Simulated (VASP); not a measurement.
Here is a VASP 6.6.1 calculation.

File INCAR:

```
PREC = Accurate
ENCUT = 400
EDIFF = 1E-6
ISMEAR = 0
SIGMA = 0.005
LREAL = False
LASPH = True
NELM = 200
ALGO = Normal
ISIF = 2
LWAVE = False
LCHARG = False
ISPIN = 2
MAGMOM = 1.1
LORBIT = 11
GGA = PE
IVDW = 13
NBANDS = 10
GGA_COMPAT = False
NELMDL = -8
```

KPOINTS

```
Automatic mesh
0
Gamma
  1 1 1
```

Contents of POSCAR:

```
H
1.0
   10.5000000000      0.0000000000      0.0000000000
    0.0000000000     11.0000000000      0.0000000000
    0.0000000000      0.0000000000     11.5000000000
H
1
Direct
    0.5000000000      0.5045454500      0.5000000000
```

Potentials or basis: VASP PAW PBE potentials, release 64 (H).

The run is started by

```console
$ cat potpaw_PBE.64/H/POTCAR > POTCAR
$ mpirun -np 1 vasp_gam > vasp.out
```

What does it give for the site moments?

H +0.38 μB.

Predict the dispersion energy per atom.

0.000 eV.

Estimate the net moment.

1.00 μB per cell.
